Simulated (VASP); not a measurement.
# SrCl (F-43m) in VASP: notebook, part 2 of 2

VASP 6.6.1. Earlier steps stand in the parts before.

### 3 Single point, PBE

This run uses another cell than the first one, of 40.56 Å³/atom.

INCAR reads:

```
SYSTEM = SrCl
ALGO = Normal
EDIFF = 1E-6
ENCUT = 520
GGA = PE
ISIF = 2
ISMEAR = 0
LASPH = .True.
LCHARG = .False.
LREAL = .False.
LWAVE = .False.
NBANDS = 16
NELM = 60
PREC = Accurate
SIGMA = 0.1
```

KPOINTS reads:

```
k-points
0
Gamma
  14 14 14
  0 0 0
```

POSCAR reads:

```
SrCl
1.0
    0.0000000000      3.4357467085      3.4357467085
    3.4357467085      0.0000000000      3.4357467085
    3.4357467085      3.4357467085      0.0000000000
Sr Cl
1 1
Direct
    0.0000000000      0.0000000000      0.0000000000
    0.7500000000      0.7500000000      0.7500000000
```

Potentials or basis: VASP PAW PBE potentials, release 64 (Sr_sv, Cl).

Command:

```console
> cat potpaw_PBE.64/Sr_sv/POTCAR potpaw_PBE.64/Cl/POTCAR > POTCAR
> mpirun -np 1 vasp_std > vasp.out
```

OUTCAR:

```text
SYSTEM = SrCl
   EDIFF = 1E-6
   ENCUT = 520
   GGA = PE
   ISIF = 2
   ISMEAR = 0
   LASPH = .True.
   LREAL = .False.
   NELM = 60
   PREC = Accurate

 ion  position               nearest neighbor table
   1  0.000  0.000  0.000-   2 2.98   2 2.98   2 2.98   2 2.98
   2  0.750  0.750  0.750-   1 2.98   1 2.98   1 2.98   1 2.98

  LATTYP: Found a face centered cubic cell.
 ALAT       =     6.8714934170

  Lattice vectors:

 A1 = (   0.0000000000,   3.4357467085,   3.4357467085)
 A2 = (   3.4357467085,   0.0000000000,   3.4357467085)
 A3 = (   3.4357467085,   3.4357467085,   0.0000000000)

Analysis of symmetry for initial positions (statically):
=====================================================================
 Subroutine PRICEL returns:
 Original cell was already a primitive cell.

 Routine SETGRP: Setting up the symmetry group for a
 face centered cubic supercell.

 Subroutine GETGRP returns: Found 24 space group operations
 (whereof 24 operations were pure point group operations)
 out of a pool of 48 trial point group operations.

The static configuration has the point symmetry T_d .

Analysis of symmetry for dynamics (positions and initial velocities):
[... 162 lines left out ...]
 cond. band min:       2.9161738933   @ k =  -0.3571   0.3571   0.1429
 fundamental gap:      0.0245304154
 Fermi energy:         2.9063451702

 k-point     1 :       0.0000    0.0000    0.0000
  band No.  band energies     occupation
      1     -34.4748      2.00000
      2     -16.4488      2.00000
      3     -16.4488      2.00000
      4     -16.4488      2.00000
      5     -14.8214      2.00000
      6      -3.2246      2.00000
[... 433 lines left out ...]
      3     -16.4603      2.00000
      4     -16.4599      2.00000
      5     -14.6548      2.00000
      6      -3.4190      2.00000
[... 8 lines left out ...]
     15       7.2806      0.00000
     16       8.6034      0.00000

 [... further k-points ...]

------------------------ aborting loop because EDIFF is reached ----------------------------------------

  FORCE on cell =-STRESS in cart. coord.  units (eV):
  Direction    XX          YY          ZZ          XY          YZ          ZX
  --------------------------------------------------------------------------------------
  -------------------------------------------------------------------------------------
  Total        0.0108235      0.0108235      0.0108235     -0.0000000     -0.0000000      0.0000000
  in kB        0.2137889      0.2137889      0.2137889     -0.0000000     -0.0000000      0.0000000
  external PRESSURE =       0.2137889 kB  Pullay stress =       0.0000000 kB

 VOLUME and BASIS-vectors are now :
 -----------------------------------------------------------------------------
  energy-cutoff  :      520.00
  volume of cell :       81.11
      direct lattice vectors                 reciprocal lattice vectors
     0.000000000  3.435746708  3.435746708    -0.145528772  0.145528772  0.145528772
     3.435746708  0.000000000  3.435746708     0.145528772 -0.145528772  0.145528772
     3.435746708  3.435746708  0.000000000     0.145528772  0.145528772 -0.145528772

 POSITION                                       TOTAL-FORCE (eV/Angst)
 -----------------------------------------------------------------------------------
      0.00000      0.00000      0.00000         0.000000     -0.000000      0.000000
      5.15362      5.15362      5.15362        -0.000000      0.000000     -0.000000
 -----------------------------------------------------------------------------------
    total drift:                                0.000000      0.000000      0.000000

  FREE ENERGIE OF THE ION-ELECTRON SYSTEM (eV)
  ---------------------------------------------------
  free  energy   TOTEN  =        -6.5465235915 eV

  energy  without entropy=       -6.5251048913  energy(sigma->0) =       -6.53581424
```

stdout:

```text
POSCAR found type information on POSCAR SrCl
 POSCAR found :  2 types and       2 ions
 scaLAPACK will be used
 LDA part: xc-table for (Slater+PW92), standard interpolation
 POSCAR, INCAR and KPOINTS ok, starting setup
 FFT: planning ... GRIDC
 FFT: planning ... GRID_SOFT
 FFT: planning ... GRID
 WAVECAR not read
 entering main loop
```

It took 3.8 min on 1 thread of AMD EPYC 7R13, shared host; peak memory 0.26 GiB.

Results:

* Free energy: -6.5465 eV
* Pressure: 0.0 GPa
* Band gap on the k mesh: zero (an odd number of electrons rules out a gap without spin polarisation)

Caveat: an odd number of electrons without spin polarisation forces a metal; a magnetic or distorted state may lie lower.

### 4 Relaxation of cell and atoms, PBE

This run uses another cell than the first one, of 40.70 Å³/atom.

INCAR reads:

```
PREC = Accurate ; ENCUT = 600
EDIFF = 1E-7 ; ISMEAR = 0
SIGMA = 0.1 ; LREAL = F
LASPH = T ; NELM = 100
ALGO = Normal ; ISIF = 3
LWAVE = F ; LCHARG = F
GGA = PE ; IBRION = 2
NSW = 100 ; EDIFFG = -0.01
```

KPOINTS reads:

```
Automatic mesh
0
Gamma
  14 14 14
```

POSCAR reads:

```
SrCl
1.0
    0.0000000000      3.4398415208      3.4398415208
    3.4398415208      0.0000000000      3.4398415208
    3.4398415208      3.4398415208      0.0000000000
Sr Cl
1 1
Direct
    0.0000000000      0.0000000000      0.0000000000
    0.7500000000      0.7500000000      0.7500000000
```

Command:

```console
> cat potpaw_PBE.64/Sr_sv/POTCAR potpaw_PBE.64/Cl/POTCAR > POTCAR
> mpirun -np 1 vasp_std > vasp.out
```

It took 3.8 min on 1 thread of AMD EPYC 7R13, shared host; peak memory 0.3 GiB.

It converged, with:

```
Free energy             : -6.5468 eV
Pressure after relaxing : 0.0 GPa
Band gap on the k mesh  : zero (an odd number of electrons rules out a gap without spin polarisation)
```

Final structure:
```
Sr Cl
1.0
     0.00000    3.43984    3.43984
     3.43984    0.00000    3.43984
     3.43984    3.43984    0.00000
Sr Cl
1 1
Cartesian
  0.0000 0.0000 0.0000
  5.1598 5.1598 5.1598
```

Levels at points of the mesh, in eV from the Fermi level:
```
           k point  band 7  band 8  band 9  band 10  band 11  band 12
(0.00, 0.00, 0.00)   -6.12   -6.12   -1.68     2.10     2.10     3.29
(0.50, 0.00, 0.00)   -6.04   -6.04    0.56     1.22     1.95     1.95
(0.50, 0.50, 0.00)   -5.96   -5.96   -0.15     0.96     3.05     3.06
```

Caveat: the relaxation stopped at its first step, so nothing moved; an odd number of electrons without spin polarisation forces a metal; a magnetic or distorted state may lie lower.

### 5 Summary

```tsv
task	cell	k mesh	cutoff (eV)	gap on the mesh (eV)	pressure (GPa)
relaxation of cell and atoms	relaxed from a = 4.356 Å, angles 60.0°, 2 atoms	6 × 6 × 6	600	none	0.0
single point	a = 4.859 Å, angles 60.0°, 2 atoms	14 × 14 × 14	520	none	0.0
relaxation of cell and atoms	relaxed from a = 4.865 Å, angles 60.0°, 2 atoms	14 × 14 × 14	600	none	0.0
```

Alike in all rows: level PBE; potentials or basis VASP PAW PBE potentials, release 64 (Sr_sv, Cl); no spin polarisation; smearing gaussian 0.1 eV.

Caveats: an odd number of electrons without spin polarisation forces a metal; a magnetic or distorted state may lie lower; the volume moved by over 15 % at a fixed basis, so the end points are rough (at least some runs); the relaxation stopped at its first step, so nothing moved (at least some runs).

Absolute energies hang on the potentials; compare differences alone.
